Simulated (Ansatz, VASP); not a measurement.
One calculation of As, two programs

```
As
1.0
     0.00000    3.24778    3.24778
     3.24778    0.00000    3.24778
     3.24778    3.24778    0.00000
As
3
Direct
  0.75000 0.75000 0.75000
  0.25000 0.25000 0.25000
  0.00000 0.00000 0.00000
```

Alike in both runs: task relaxation of cell and atoms; functional PBE; k mesh 12 × 12 × 12; occupations gaussian, width 0.1 eV; no spin polarisation.

|  | VASP | Ansatz |
| --- | --- | --- |
| version | VASP 6.6.1 | Ansatz 0.2.0 |
| potentials or method | VASP PAW PBE potentials, release 64 (As), cutoff 600 eV | scalar-relativistic, plane waves, PAW |
| valence electrons in the cell | 15 | 45 |

Ansatz gave:

| Quantity | Value |
| --- | --- |
| gap on the k mesh at the Fermi level, each at its own relaxed structure (eV) | none |
| relaxed volume (Å³/atom) | 22.39 |
| relaxed cell length with the largest relative difference (Å) | 4.563 |

Question: Estimate VASP's values.

Answer: gap on the k mesh at the Fermi level, each at its own relaxed structure (eV): none; relaxed volume (Å³/atom): 22.41; relaxed cell length with the largest relative difference (Å): 4.564.

A gap of «none» marks a metal or a gap that the smearing closes. VASP's potentials hold 15 valence electrons a cell and Ansatz's 45, so a difference there can come from the potentials and not from the codes.
